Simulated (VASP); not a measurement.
# I: single point with PBE

I:

```
I
1.0
     3.63503   -2.39502    0.00000
     3.63503    2.39502    0.00000
     0.00000    0.00000    9.79344
I
4
Direct
  0.64930 0.35070 0.38440
  0.14930 0.85070 0.11560
  0.35070 0.64930 0.61560
  0.85070 0.14930 0.88440
```

```json
{
 "Program": "VASP 6.6.1",
 "Task": "single point",
 "Functional": "PBE",
 "Potentials or basis": "VASP PAW PBE potentials, release 64 (I)",
 "Cutoff": "520 eV",
 "k mesh": "4 × 4 × 2",
 "Occupations": "fermi-dirac, width 0.05 eV",
 "Spin": "no spin polarisation"
}
```

The pressure is 1.8 GPa, the largest force is 0.832 eV/Å and the band gap on the k mesh is 1.30 eV, indirect (least direct gap 1.41 eV).

Forces in eV/Å, atoms in the order of the input:
```
I    0.000 -0.383 -0.739
I    0.000 -0.383  0.739
I    0.000  0.383  0.739
I    0.000  0.383 -0.739
```

Stress tensor (GPa, compression positive):
```
1.25 0.00 0.00
0.00 1.32 0.00
0.00 0.00 2.72
```

Levels at points of the mesh, in eV from the valence-band top:
| k point | band 12 | band 13 | band 14 | band 15 | band 16 | band 17 |
| --- | --- | --- | --- | --- | --- | --- |
| (0.00, 0.00, 0.00) | -0.56 | -0.09 | -0.03 | 1.39 | 2.22 | 5.26 |
| (0.50, 0.00, 0.00) | -1.23 | -0.43 | -0.43 | 2.26 | 2.26 | 5.43 |
| (0.50, 0.50, 0.00) | -1.36 | -0.72 | -0.30 | 1.30 | 1.85 | 5.13 |
| (0.00, 0.00, 0.50) | -1.03 | -0.06 | -0.06 | 1.65 | 1.65 | 5.69 |
| (0.50, 0.00, 0.50) | -0.74 | 0.00 | 0.00 | 1.67 | 1.67 | 5.79 |
| (0.50, 0.50, 0.50) | -1.23 | -0.98 | -0.98 | 1.43 | 1.43 | 6.07 |

Run time: 77 s on 1 thread of Intel(R) Xeon(R) Platinum 8375C CPU @ 2.90GHz (Ice Lake) (shared host), peak memory 0.26 GiB.

Caveat: spin-orbit coupling is left out, which moves the levels of the heavy elements. PBE gaps usually lie below the measured ones, often by a third to a half.
